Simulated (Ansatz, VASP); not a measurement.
## One calculation of RbBr, two programs

```
CELL_PARAMETERS angstrom
0.00000 3.42750 3.46177
3.42750 0.00000 3.46177
3.42750 3.42750 0.00000
ATOMIC_POSITIONS crystal
Rb 0.00000 0.00000 0.00000
Br 0.50000 0.50000 0.50000
```

Change from the starting cell: zz strain of +1 %.

Alike in both runs: task single point; functional PBEsol; k mesh 7 × 7 × 7; occupations fermi-dirac, width 0.03 eV; no spin polarisation.

|  | VASP | Ansatz |
| --- | --- | --- |
| version | VASP 6.6.1 | Ansatz 0.2.0 |
| potentials or method | VASP PAW PBE potentials, release 64 (Rb_sv, Br), cutoff 520 eV | all-electron LAPW, scalar-relativistic |

```tsv
	VASP	Ansatz	Ansatz less VASP
gap on the k mesh at the Fermi level (eV)	4.18	4.19	+0.003
pressure (GPa)	-0.2	-0.2	-0.03
traceless stress, the component that is largest in VASP (GPa)	-0.18	-0.17	+0.003
```

VASP's potentials were made for PBE, not for PBEsol. Ansatz ran all-electron here, and VASP with PAW potentials.
